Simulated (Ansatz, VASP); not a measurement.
Two plane-wave programs on C

```
C
1.0
     0.00000    2.12925    3.68855
     1.22934    0.00000    3.68855
     1.22934    2.12925    0.00000
C
2
Direct
  0.16670 0.83330 0.16670
  0.83330 0.16670 0.83330
```

Alike in both runs: functional PBEsol; k mesh 14 × 14 × 14; occupations gaussian, width 0.02 eV; no spin polarisation.

Ansatz relaxed the structure, and its values are those at the end. VASP's run is a single point on that final structure, the one shown.

|  | VASP | Ansatz |
| --- | --- | --- |
| version | VASP 6.6.1 | Ansatz 0.2.0 |
| potentials or method | VASP PAW PBE potentials, release 64 (C), cutoff 520 eV | scalar-relativistic, plane waves, PAW |
| valence electrons in the cell | 8 | 8 |

```csv
,VASP,Ansatz,Ansatz less VASP
gap on the k mesh at the Fermi level (eV),0.71,0.71,+0.001
least direct gap on the mesh (eV),0.81,0.82,+0.001
pressure (GPa),0.7,0.0,-0.66
```

VASP's potentials were made for PBE, not for PBEsol, and Ansatz warns of the same on its side.
